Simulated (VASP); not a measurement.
A run of VASP 6.6.1 is set up as follows.

File INCAR:

```
SYSTEM = MoS2
PREC = Accurate
ENCUT = 520
EDIFF = 1E-7
ISMEAR = -1
SIGMA = 0.05
LREAL = .False.
LASPH = .True.
NELM = 80
ALGO = Normal
ISIF = 2
LWAVE = .False.
LCHARG = .False.
GGA = PE
NBANDS = 20
```

KPOINTS

```
regular mesh
0
Gamma
  10 10 10
  0 0 0
```

The input POSCAR:

```
MoS2
1.0
    1.5586460310      0.8998847055      6.0668817029
   -1.5586460310      0.8998847055      6.0668817029
    0.0000000000     -1.7997694111      6.0668817029
Mo S
1 2
Direct
    0.0000000000      0.0000000000      0.0000000000
    0.4170000000      0.4170000000      0.4170000000
    0.2500000000      0.2500000000      0.2500000000
```

Potentials or basis: VASP PAW PBE potentials, release 64 (Mo_sv, S).

Command:

```bash
$ cat potpaw_PBE.64/Mo_sv/POTCAR potpaw_PBE.64/S/POTCAR > POTCAR
$ mpirun -np 1 vasp_std > vasp.out
```

(1) Predict the largest force.

(2) Estimate the pressure.

(3) Estimate the band gap on the k mesh.

## Answers

(1) 1.247 eV/Å.

(2) 12.5 GPa.

(3) 0.93 eV (least direct gap 2.07 eV).

Caveat: the cell stands under pressure; forces of over 1 eV/Å act on the atoms, so gaps and moduli don't describe the material at rest.
